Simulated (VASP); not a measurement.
# PbS in VASP: single point with PBEsol

Aim: the single point of PbS with PBEsol.

All numbers are computed with VASP 6.6.1; they aren't measurements. Logs are shortened: lines on timing, memory, paths and dates and some standing lists are left out, and cuts for length are marked.

### Step 1. The cell of the first run

The cell holds a slab with vacuum, 4 atoms: a = 4.350 Å, b = 4.366 Å, c = 22.845 Å, α = 93.52°, β = 92.35°, γ = 88.05°.

### Step 2. Single point, PBEsol (strained and its atoms moved)

INCAR reads:

```
SYSTEM = PbS
PREC = Accurate ; ENCUT = 520
EDIFF = 1E-6 ; ISMEAR = 0
SIGMA = 0.02 ; LREAL = .FALSE.
LASPH = .TRUE. ; NELM = 80
ALGO = Normal ; ISIF = 2
LWAVE = .FALSE. ; LCHARG = .FALSE.
GGA = PS ; NBANDS = 28
```

KPOINTS reads:

```
Automatic mesh
0
G
  6 6 2
  0 0 0
```

POSCAR reads:

```
PbS
1.0
    3.1274858526     -3.0230164309      0.0612556745
    3.1392479626      3.0347687567      0.0172522477
   -1.9119911235     -0.1677968761     22.7639812826
Pb S
2 2
Direct
    0.7288146950      0.7523203109      0.9376420001
    0.3370258395      0.3090057683      0.0612169014
    0.1965138714      0.1891360874      0.9387354650
    0.7782439179      0.7089361571      0.0624056335
```

Potentials or basis: VASP PAW PBE potentials, release 64 (Pb_d, S).

On the command line:

```
> cat potpaw_PBE.64/Pb_d/POTCAR potpaw_PBE.64/S/POTCAR > POTCAR
> mpirun -np 1 vasp_std > vasp.out
```

OUTCAR:

```text
SYSTEM = PbS
   PREC = Accurate
   ENCUT = 520
   EDIFF = 1E-6
   ISMEAR = 0
   LREAL = .FALSE.
   LASPH = .TRUE.
   NELM = 80
   ISIF = 2
   GGA = PS

 ion  position               nearest neighbor table
   1  0.729  0.752  0.938-   3 2.83   4 2.87   3 2.95   3 3.14   3 3.44   2 3.99   2 4.01
   2  0.337  0.309  0.061-   4 2.64   3 2.86   4 2.94   4 3.20   1 3.99   1 4.01
   3  0.197  0.189  0.939-   1 2.83   2 2.86   1 2.95   1 3.14   1 3.44
   4  0.778  0.709  0.062-   2 2.64   1 2.87   2 2.94   2 3.20

  LATTYP: Found a triclinic cell.
 ALAT       =     4.3501204992
 B/A-ratio  =     1.3925950843
 C/A-ratio  =     5.8073776714
 COS(alpha) =     0.0114855753
 COS(beta)  =     0.3190170261
 COS(gamma) =     0.6936138000

  Lattice vectors:

 A1 = (  -3.1274858526,   3.0230164309,  -0.0612556745)
 A2 = (   0.0117621100,   6.0577851876,  -0.0440034268)
 A3 = ( -10.6214765069,   0.1442922245, -22.9209971270)

Analysis of symmetry for initial positions (statically):
=====================================================================
 Subroutine PRICEL returns:
 Original cell was already a primitive cell.

 Routine SETGRP: Setting up the symmetry group for a
 triclinic supercell.

 Subroutine GETGRP returns: Found  1 space group operations
 (whereof  1 operations were pure point group operations)
 out of a pool of  2 trial point group operations.

The static configuration has the point symmetry C_1 .

Analysis of symmetry for dynamics (positions and initial velocities):
=====================================================================
 Subroutine PRICEL returns:
 Original cell was already a primitive cell.

 Routine SETGRP: Setting up the symmetry group for a
 triclinic supercell.

 Subroutine GETGRP returns: Found  1 space group operations
 (whereof  1 operations were pure point group operations)
 out of a pool of  2 trial point group operations.

The dynamic configuration has the point symmetry C_1 .

 Subroutine INISYM returns: Found  1 space group operations
 (whereof  1 operations are pure point group operations),
 and found     1 'primitive' translations

----------------------------------------------------------------------------------------

                                     Primitive cell

  volume of cell :     432.5195

  direct lattice vectors                    reciprocal lattice vectors
     3.127485853 -3.023016431  0.061255675     0.159729943 -0.165298371  0.012197589
     3.139247963  3.034768757  0.017252248     0.159080947  0.164873840  0.014576830
    -1.911991124 -0.167796876 22.763981283    -0.000550381  0.000319848  0.043885177

  length of vectors
     4.350120499  4.366348224 22.844752345     0.230186853  0.229570501  0.043889793

  position of ions in fractional coordinates (direct lattice)
     0.728814695  0.752320311  0.937642000
     0.337025840  0.309005768  0.061216901
     0.196513871  0.189136087  0.938735465
     0.778243918  0.708936157  0.062405633

  ion indices of the primitive-cell ions
   primitive index   ion index
                 1           1
                 2           2
                 3           3
                 4           4

----------------------------------------------------------------------------------------

 KPOINTS: Automatic mesh

Automatic generation of k-mesh.
 Grid dimensions read from file:
 generate k-points for:    6    6    2

 Generating k-lattice:

  Cartesian coordinates                     Fractional coordinates (reciprocal lattice)
     0.026621657 -0.027549729  0.002032931     0.166666667  0.000000000 -0.000000000
     0.026513491  0.027478973  0.002429472     0.000000000  0.166666667 -0.000000000
    -0.000275191  0.000159924  0.021942588     0.000000000  0.000000000  0.500000000

  Length of vectors
     0.038364476  0.038261750  0.021944897

  Shift w.r.t. Gamma in fractional coordinates (k-lattice)
     0.000000000  0.000000000  0.000000000

 Subroutine IBZKPT returns following result:
 ===========================================

 Found     40 irreducible k-points:

 Following reciprocal coordinates:
            Coordinates               Weight
  0.000000  0.000000  0.000000      1.000000
  0.166667  0.000000 -0.000000      2.000000
  0.333333  0.000000 -0.000000      2.000000
  0.500000  0.000000 -0.000000      1.000000
 -0.000000  0.166667  0.000000      2.000000
  0.166667  0.166667  0.000000      2.000000
[... 16 lines left out ...]
  0.333333  0.000000  0.500000      2.000000
  0.500000  0.000000  0.500000      1.000000
 [... further k-points ...]
   k-points           NKPTS =     40   k-points in BZ     NKDIM =     40   number of bands    NBANDS=     28
   number of dos      NEDOS =    301   number of ions     NIONS =      4
   total plane-waves  NPLWV = 184320
   dimension x,y,z NGX =    32 NGY =   32 NGZ =  180
   dimension x,y,z NGXF=    64 NGYF=   64 NGZF=  360
   ions per type =               2   2
   NGX,Y,Z   is equivalent  to a cutoff of  12.23, 12.18, 13.10 a.u.
   NGXF,Y,Z  is equivalent  to a cutoff of  24.46, 24.37, 26.20 a.u.
 SYSTEM =  PbS
   PREC   = accura    normal or accurate (medium, high low for compatibility)
   ISTART =      0    job   : 0-new  1-cont  2-samecut
   ICHARG =      2    charge: 1-file 2-atom 10-const
   ISPIN  =      1    spin polarized calculation?
   LNONCOLLINEAR =      F non collinear calculations
   LSORBIT =      F    spin-orbit coupling
   LASPH  =      T    aspherical Exc in radial PAW
   ENCUT  =  520.0 eV  38.22 Ry    6.18 a.u.   8.09  8.12 42.48*2*pi/ulx,y,z
   NELM   =     80;   NELMIN=  2; NELMDL= -5     # of ELM steps
   EDIFF  = 0.1E-05   stopping-criterion for ELM
   LREAL  =      F    real-space projection
   EDIFFG = 0.1E-04   stopping-criterion for IOM
   NSW    =      0    number of steps for IOM
   IBRION =     -1    ionic relax: 0-MD 1-quasi-New 2-CG
   NFREE  =      0    steps in history (QN), initial steepest desc. (CG)
   ISIF   =      2    stress and relaxation
   ISYM   =      2    0-nonsym 1-usesym 2-fastsym
   POTIM  = 0.5000    time-step for ionic-motion
   TEBEG  =    0.0;   TEEND  =   0.0 temperature during run
   PSTRESS=    0.0 pullay stress
   NELECT =      40.0000    total number of electrons
   NUPDOWN=      -1.0000    fix difference up-down
   EMIN   =  10.00;   EMAX   =-10.00  energy-range for DOS
   EFERMI =   0.00;   METHOD = LEGACY
   ISMEAR =     0;   SIGMA  =   0.02  broadening in eV -4-tet -1-fermi 0-gaus
   EFERMI_NEDOS =   21; number of points for ismear=-14 and -15
   IALGO  =     38    algorithm
   IMIX   =      4    mixing-type and parameters
     AMIX     =   0.40;   BMIX     =  1.00
     AMIX_MAG =   1.60;   BMIX_MAG =  1.00
  volume/ion in A,a.u.               =     108.13       729.70
  Fermi-wavevector in a.u.,A,eV,Ry     =   0.740332  1.399024  7.457228  0.548091
  Thomas-Fermi vector in A             =   1.834708
   LORBIT       =      0    0 simple, 1 ext, 2 COOP (PROOUT), +10 PAW based schemes
   GGA     = PS    functional components
   LHFCALC =     F    Hartree Fock is set to
   AEXX    =    0.0000 exact exchange contribution
   IVDW    =     0    specifies the selected vdW correction
   LEPSILON=     F    determine dielectric tensor
   LRPA    =     F    only Hartree local field effects (RPA)
 non-spin polarized calculation
 Gauss-broadening in eV      SIGMA  =   0.02
  energy-cutoff  :      520.00
  volume of cell :      432.52
 maximum number of plane-waves:     11696
   NGX = 17   NGY = 17   NGZ = 85

 number of electron      40.0000000 magnetization

 Free energy of the ion-electron system (eV)
  ---------------------------------------------------
  ext. energy  EPLUGINS =         0.00000000
  ---------------------------------------------------
  free energy    TOTEN  =       -18.15325260 eV

  energy without entropy =      -18.15325260  energy(sigma->0) =      -18.15325260

 E-fermi :  -2.3886     XC(G=0):  -2.9450

 val. band max:       -2.5197191220   @ k =   0.5000   0.0000   0.5000
 cond. band min:      -0.8768439146   @ k =  -0.0000   0.5000   0.0000
 fundamental gap:      1.6428752074
 Fermi energy:        -2.3886092759

 k-point     1 :       0.0000    0.0000    0.0000
  band No.  band energies     occupation
      1     -18.7326      2.00000
      2     -18.6655      2.00000
      3     -18.6619      2.00000
      4     -18.6447      2.00000
      5     -18.6293      2.00000
      6     -18.5659      2.00000
[... 20 lines left out ...]
     27       2.6412      0.00000
     28       2.7182      0.00000

 k-point     2 :       0.1667    0.0000   -0.0000
  band No.  band energies     occupation
      1     -18.7256      2.00000
      2     -18.6666      2.00000
      3     -18.6591      2.00000
      4     -18.6435      2.00000
      5     -18.6340      2.00000
      6     -18.5623      2.00000
[... 20 lines left out ...]
     27       2.6780      0.00000
     28       2.7464      0.00000

 k-point     3 :       0.3333    0.0000   -0.0000
  band No.  band energies     occupation
      1     -18.7123      2.00000
      2     -18.6707      2.00000
      3     -18.6587      2.00000
      4     -18.6441      2.00000
      5     -18.6324      2.00000
      6     -18.5559      2.00000
[... 20 lines left out ...]
     27       2.9515      0.00000
     28       3.2561      0.00000

 k-point     4 :       0.5000    0.0000   -0.0000
  band No.  band energies     occupation
      1     -18.7058      2.00000
      2     -18.6742      2.00000
      3     -18.6599      2.00000
      4     -18.6473      2.00000
      5     -18.6258      2.00000
      6     -18.5526      2.00000
[... 578 lines left out ...]
     27       2.5656      0.00000
     28       2.7407      0.00000

 k-point    23 :       0.3333    0.0000    0.5000
  band No.  band energies     occupation
      1     -18.7123      2.00000
      2     -18.6707      2.00000
      3     -18.6587      2.00000
      4     -18.6441      2.00000
      5     -18.6324      2.00000
      6     -18.5559      2.00000
[... 20 lines left out ...]
     27       3.0097      0.00000
     28       3.1117      0.00000

 k-point    24 :       0.5000    0.0000    0.5000
  band No.  band energies     occupation
      1     -18.7058      2.00000
      2     -18.6742      2.00000
      3     -18.6599      2.00000
      4     -18.6473      2.00000
      5     -18.6258      2.00000
      6     -18.5526      2.00000
[... 20 lines left out ...]
     27       3.7861      0.00000
     28       3.8761      0.00000

 [... further k-points ...]

------------------------ aborting loop because EDIFF is reached ----------------------------------------

  FORCE on cell =-STRESS in cart. coord.  units (eV):
  Direction    XX          YY          ZZ          XY          YZ          ZX
  --------------------------------------------------------------------------------------
  -------------------------------------------------------------------------------------
  Total       -2.1145799     -3.0237007     -3.1526205      0.3578485      0.8281242     -0.7655112
  in kB       -7.8330156    -11.2006621    -11.6782184      1.3255743      3.0676118     -2.8356750
  external PRESSURE =     -10.2372987 kB  Pullay stress =       0.0000000 kB

 VOLUME and BASIS-vectors are now :
 -----------------------------------------------------------------------------
  energy-cutoff  :      520.00
  volume of cell :      432.52
      direct lattice vectors                 reciprocal lattice vectors
     3.127485853 -3.023016431  0.061255675     0.159729943 -0.165298371  0.012197589
     3.139247963  3.034768757  0.017252248     0.159080947  0.164873840  0.014576830
    -1.911991124 -0.167796876 22.763981283    -0.000550381  0.000319848  0.043885177

 POSITION                                       TOTAL-FORCE (eV/Angst)
 -----------------------------------------------------------------------------------
      2.84831     -0.07743     21.40209         0.166394     -0.101295      0.619017
      1.90704     -0.09135      1.41952        -0.650869      0.008811     -0.376670
     -0.58651     -0.17760     21.38466         0.099955     -0.182202      0.475646
      4.54015     -0.21166      1.48050         0.384519      0.274686     -0.717993
 -----------------------------------------------------------------------------------
    total drift:                                0.000050      0.000381     -0.000182

  FREE ENERGIE OF THE ION-ELECTRON SYSTEM (eV)
  ---------------------------------------------------
  free  energy   TOTEN  =       -18.1532525958 eV

  energy  without entropy=      -18.1532525958  energy(sigma->0) =      -18.15325260
```

Run time: 11 min. Hardware: 1 thread of Intel Xeon Platinum 8259CL at 2.50GHz (Skylake/Cascade Lake), shared host; peak memory 0.72 GiB.

What came out:

```
Free energy            : -18.1533 eV
Largest force          : 0.860 eV/Å
Band gap on the k mesh : 1.64 eV (least direct gap 1.73 eV)
```

Forces on the atoms (eV/Å):
```
Pb   0.166 -0.101  0.619
Pb  -0.651  0.009 -0.377
S    0.100 -0.182  0.476
S    0.385  0.275 -0.718
```

Caveat: the cell differs from its parent crystal (strained and its atoms moved); there is no dipole correction, which matters where the two faces differ; the PAW data sets were made with another functional, which shifts forces and pressure a little; spin-orbit coupling is left out, which moves the levels of the heavy elements.
